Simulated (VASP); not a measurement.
# As: electric field gradients with PBE

As:

```
As
1.0
     1.87975    1.08527    3.48577
    -1.87975    1.08527    3.48577
     0.00000   -2.17055    3.48577
As
2
Direct
  0.22754 0.22754 0.22754
  0.77246 0.77246 0.77246
```

```yaml
Program: VASP 6.6.1
Task: electric field gradients
Functional: PBE
Potentials_or_basis: VASP PAW PBE potentials, release 64 (As_d)
Cutoff: 520 eV
k_mesh: 4 × 4 × 4
Occupations: fermi-dirac, width 0.05 eV
Spin: no spin polarisation
Dipole_correction: no
Second_run: valence_matched
Further_INCAR_settings: ALGO = Normal; EDIFF = 1e-08; NBANDS = 22
```

The pressure is 3.7 GPa. The largest force is 0.120 eV/Å and the band gap on the k mesh is 0.09 eV, direct.

Forces in eV/Å, atoms in the order of the input:
```
As   0.000  0.000 -0.120
As   0.000  0.000  0.120
```

Stress tensor (GPa, compression positive):
```
5.08 0.00 0.00
0.00 5.08 0.00
0.00 0.00 0.92
```

Levels at points of the mesh, in eV from the valence-band top:
```csv
k point,band 13,band 14,band 15,band 16,band 17,band 18
"(0.00, 0.00, 0.00)",-2.18,-1.62,-1.62,2.20,3.36,3.36
"(0.50, 0.00, 0.00)",-2.37,-2.36,0.00,0.09,0.64,1.61
"(0.50, 0.50, 0.00)",-5.72,-3.92,-3.76,1.91,5.88,7.20
"(0.50, 0.50, 0.50)",-1.33,-1.33,-0.14,1.07,1.07,2.13
```

Electric field gradients, principal values (V/Å²):
```csv
atom,least,middle,greatest (by size)
1 As,18.762,18.762,-37.524
2 As,18.762,18.762,-37.524
```

It took 13 s on 1 thread of AMD EPYC 7R13 Processor (Zen 3), on a shared host, peak memory 0.14 GiB.

Caveat: the k points lie up to 0.51 Å⁻¹ apart; without QUAD_EFG the Cq values of the log hold for a quadrupole moment of 1 mb, not for the nuclei. A k mesh can miss the band edges.
